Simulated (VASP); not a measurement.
Set up this calculation in VASP 6.6.1, as the native input.

* Task: single point
* Functional: PBE
* Potentials or basis: VASP PAW PBE potentials, release 64 (Zn)
* Cutoff: 520 eV
* k mesh: 15 × 15 × 15
* Occupations: fermi-dirac, width 0.1 eV
* Spin: no spin polarisation
* Dipole correction: no
* Further INCAR settings: ALGO = Normal; EDIFF = 1e-06; NBANDS = 12

The structure of Zn lies in POSCAR:

```
Zn
1.0
    0.0000000000      1.9118105494      1.9118105494
    1.9118105494      0.0000000000      1.9118105494
    1.9118105494      1.9118105494      0.0000000000
Zn
1
Direct
    0.0000000000      0.0000000000      0.0000000000
```

This cell differs from its parent crystal: volume scaled by 0.92.

One way to write it, as run:

INCAR

```
SYSTEM = Zn
PREC = Accurate
ENCUT = 520
EDIFF = 1E-6
ISMEAR = -1
SIGMA = 0.1
LREAL = .False.
LASPH = .True.
NELM = 80
ALGO = Normal
ISIF = 2
LWAVE = .False.
LCHARG = .True.
GGA = PE
LELF = .True.
LVHAR = .True.
NBANDS = 12
```

KPOINTS

```
Automatic mesh
0
Gamma
  15 15 15
  0 0 0
```

Potentials or basis: VASP PAW PBE potentials, release 64 (Zn).

Run with:

```bash
$ cat potpaw_PBE.64/Zn/POTCAR > POTCAR
$ mpirun -np 1 vasp_std > vasp.out
```

It gave:

```
Pressure               : 7.4 GPa
Band gap on the k mesh : zero (band 6 reaches 5.61 eV, above the bottom of band 7 at 2.59 eV)
```

It took 10 s on 1 thread of Intel(R) Xeon(R) Platinum 8559C (Emerald Rapids), with other jobs on the host, peak memory 0.13 GiB.
